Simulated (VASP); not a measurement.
# SiNi3: single point with PBE

The system is SiNi3.

```
Si Ni
1.0
     3.39424    0.00000    0.00000
     0.00000    3.39424    0.00000
     0.00000    0.00000    3.39424
Si Ni
1 3
Direct
  0.00000 0.00000 0.00000
  0.00000 0.50000 0.50000
  0.50000 0.00000 0.50000
  0.50000 0.50000 0.00000
```

This cell differs from its parent crystal: volume scaled by 0.88, start moments a quarter as large.

```json
{
  "Program": "VASP 6.6.1",
  "Task": "single point",
  "Functional": "PBE",
  "Potentials or basis": "VASP PAW PBE potentials, release 64 (Si, Ni)",
  "Cutoff": "520 eV",
  "k mesh": "7 × 7 × 7",
  "Occupations": "fermi-dirac, width 0.05 eV",
  "Spin": "collinear spin, ferromagnetic start",
  "Starting moments": "[0.0, 0.375, 0.375, 0.375] μB",
  "Dipole correction": "no",
  "Further INCAR settings": "ALGO = Normal; EDIFF = 1e-06; NBANDS = 29"
}
```

| Quantity | Value |
| --- | --- |
| Pressure | 26.0 GPa |
| Band gap on the k mesh | zero (filled and empty bands overlap) |
| Net moment | 0.00 μB per cell |
| Valence electrons inside the program's atomic spheres | Si 1.62; Ni 9.69 |

Levels at points of the mesh, in eV from the Fermi level:
Spin up:
| k point | band 13 | band 14 | band 15 | band 16 | band 17 | band 18 | band 19 | band 20 | band 21 | band 22 |
| --- | --- | --- | --- | --- | --- | --- | --- | --- | --- | --- |
| (0.00, 0.00, 0.00) | -1.01 | -0.73 | -0.73 | -0.34 | 0.03 | 0.03 | 0.03 | 5.77 | 6.79 | 6.79 |
Spin down:
```tsv
k point	band 14	band 15	band 16	band 17	band 18	band 19	band 20	band 21
(0.00, 0.00, 0.00)	-0.73	-0.73	-0.34	0.03	0.03	0.03	5.77	6.79
```

It took 35 s on 1 thread of Intel(R) Xeon(R) Platinum 8488C (Sapphire Rapids), with other jobs on the host, peak memory 0.18 GiB.
